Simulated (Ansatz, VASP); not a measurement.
**HfN: VASP beside Ansatz**

```
Hf N
1.0
     0.00000    2.25600    2.25600
     2.25600    0.00000    2.25600
     2.25600    2.25600    0.00000
Hf N
1 1
Direct
  0.00000 0.00000 0.00000
  0.50000 0.50000 0.50000
```

Alike in both runs: task relaxation of cell and atoms; functional LDA; k mesh 10 × 10 × 10; no spin polarisation.

```csv
,VASP,Ansatz
version,VASP 6.6.1,Ansatz 0.2.0
potentials or method,"VASP PAW LDA potentials, release 64 (Hf_pv, N)","plane waves, PAW"
plane-wave cutoff (eV),600,420
occupations,"methfessel-paxton of order 1, width 0.1 eV",cold
valence electrons in the cell,15,31
```

Ansatz gave:

```
relaxed volume (Å³/atom)                                     : 11.15
relaxed cell length with the largest relative difference (Å) : 3.159
```

Task: What did VASP give for the same quantities?

Result: Relaxed volume (Å³/atom): 11.10; relaxed cell length with the largest relative difference (Å): 3.155.

LDA's correlation is that of Perdew and Zunger in VASP and of Perdew and Wang (1992) in Ansatz. VASP's potentials hold 15 valence electrons a cell and Ansatz's 31, so a difference there can come from the potentials and not from the codes.

Spin-orbit coupling is off throughout.
